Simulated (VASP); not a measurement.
Write the native input for VASP 6.6.1 that does the following.

- Task: single point
- Functional: PBEsol
- Potentials or basis: VASP PAW PBE potentials, release 64 (Ge_d)
- Cutoff: 520 eV
- k mesh: 11 × 11 × 10
- Occupations: fermi-dirac, width 0.05 eV
- Spin: no spin polarisation
- Dipole correction: no
- Further INCAR settings: ALGO = Normal; EDIFF = 1e-07; NBANDS = 13

The structure of Ge lies in POSCAR:

```
Ge
1.0
    1.3782662934     -2.5653695835      0.0000000000
    1.3782662934      2.5653695835      0.0000000000
    0.0000000000      0.0000000000      2.6617639486
Ge
1
Direct
    0.5000000000      0.5000000000      0.0000000000
```

This cell differs from its parent crystal: volume scaled by 0.96.

One way to write it, as run:

INCAR

```
SYSTEM = Ge
PREC = Accurate ; ENCUT = 520
EDIFF = 1E-7 ; ISMEAR = -1
SIGMA = 0.05 ; LREAL = .FALSE.
LASPH = .TRUE. ; NELM = 80
ALGO = Normal ; ISIF = 2
LWAVE = .FALSE. ; LCHARG = .TRUE.
GGA = PS ; LELF = .TRUE.
LVHAR = .TRUE. ; NBANDS = 13
```

KPOINTS

```
regular mesh
0
G
  11 11 10
  0 0 0
```

Potentials or basis: VASP PAW PBE potentials, release 64 (Ge_d).

Command:

```bash
$ cat potpaw_PBE.64/Ge_d/POTCAR > POTCAR
$ mpirun -np 1 vasp_std > vasp.out
```

Results of the run:

```
Pressure               : -1.6 GPa
Band gap on the k mesh : zero (band 7 reaches 13.39 eV, above the bottom of band 8 at 3.95 eV)
```

Caveat: the PAW data sets were made with another functional, which shifts forces and pressure a little.

Wall time 11 s on 1 thread of Intel(R) Xeon(R) 6975P-C (Granite Rapids) (shared host), peak memory 0.16 GiB.
